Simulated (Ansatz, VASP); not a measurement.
# Mg3Sn3N: VASP beside Ansatz

```xyz
7
Lattice="3.3161 0.0000 0.0000 -1.6581 2.8719 0.0000 0.0000 0.0000 15.3797" Properties=species:S:1:pos:R:3 pbc="T T T"
Mg    1.6581    0.9573    6.2826
Mg    0.0000    1.9146    1.0653
Mg    1.6581    0.9573   14.3879
Sn    0.0000    0.0000    8.8696
Sn    0.0000    0.0000    3.7951
Sn    0.0000    1.9146   11.6914
N     0.0000    0.0000    0.0472
```

Alike in both runs: functional PBE; k mesh 12 × 12 × 2; occupations gaussian, width 0.1 eV; no spin polarisation.

Ansatz relaxed the structure, and its values are those at the end. VASP's run is a single point on that final structure, the one shown.

|  | VASP | Ansatz |
| --- | --- | --- |
| version | VASP 6.6.1 | Ansatz 0.2.0 |
| potentials or method | VASP PAW PBE potentials, release 64 (Mg, Sn_d, N), cutoff 520 eV | scalar-relativistic, plane waves, PAW |
| valence electrons in the cell | 53 | 77 |

Ansatz gave:

```
gap on the k mesh at the Fermi level (eV) : none
pressure (GPa)                            : 0.0
rms of the force components (eV/Å)        : 0.000
```

Question: Which values does VASP return?

Answer: gap on the k mesh at the Fermi level (eV): none; pressure (GPa): -0.2; rms of the force components (eV/Å): 0.011.

A gap of «none» marks a metal or a gap that the smearing closes. VASP's potentials hold 53 valence electrons a cell and Ansatz's 77, so a difference there can come from the potentials and not from the codes.
